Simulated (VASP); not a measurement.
Runs of VASP 6.6.1 on LiH. The structure is that of space group F-43m (No. 216), or close to it. The cells are those of the table. 

| task | level | potentials or basis | cell | k mesh | cutoff (eV) | smearing | gap on the mesh (eV) | pressure (GPa) | relaxed volume (Å³/atom) |
| --- | --- | --- | --- | --- | --- | --- | --- | --- | --- |
| dielectric tensor | PBE | VASP PAW PBE potentials, release 64 (Li_sv, H) | a = 3.034 Å, angles 60.0°, 2 atoms | 8 × 8 × 8 | 520 | gaussian 0.01 eV | 4.20 | - | - |
| relaxation of cell and atoms | LDA | VASP PAW LDA potentials, release 64 (Li_sv, H) | relaxed from a = 3.031 Å, angles 60.0°, 2 atoms | 10 × 10 × 10 | 600 | fermi-dirac 0.02 eV | (a) | 0.0 | 9.07 |
| relaxation of cell and atoms | r2SCAN | VASP PAW PBE potentials, release 64 (Li_sv, H) | relaxed from a = 3.031 Å, angles 60.0°, 2 atoms | 10 × 10 × 10 | 600 | fermi-dirac 0.02 eV | 4.83 | -0.1 | - |
| relaxation of cell and atoms | PBE | VASP PAW PBE potentials, release 64 (Li_sv, H) | relaxed from a = 2.417 Å, angles 60.0°, 2 atoms | 12 × 12 × 12 | 600 | fermi-dirac 0.02 eV | 4.43 | -0.1 | 8.91 |
| single point | PBE | VASP PAW PBE potentials, release 64 (Li_sv, H) | a = 3.034 Å, angles 60.0°, 2 atoms | 6 × 6 × 6 | 520 | gaussian 0.01 eV | (c) | - | - |
| relaxation of cell and atoms | PBEsol | VASP PAW PBE potentials, release 64 (Li_sv, H) | relaxed from a = 3.031 Å, angles 60.0°, 2 atoms | 10 × 10 × 10 | 600 | fermi-dirac 0.02 eV | 4.06 | 0.0 | (b) |
| single point | PBE | VASP PAW PBE potentials, release 64 (Li_sv, H) | a = 3.034 Å, angles 60.0°, 2 atoms | 10 × 10 × 10 | 520 | fermi-dirac 0.02 eV | 4.24 | - | - |

Alike in all rows: no spin polarisation.

Problem. Fill in the values left out.

Solution. (a) 4.12; (b) 9.63; (c) 4.30.

Caveats: some runs use coarse meshes; the cutoff is under 1.25 times the usual one of these potentials, so pressure, stress and relaxed cells hold a basis-set (Pulay) error; the PAW data sets were made with another functional, which shifts forces and pressure a little (some runs); the relaxation stopped at its first step, so nothing moved (some runs); the volume moved by over 15 % at a fixed basis, so the end points are rough (some runs).

A k mesh can miss the band edges.
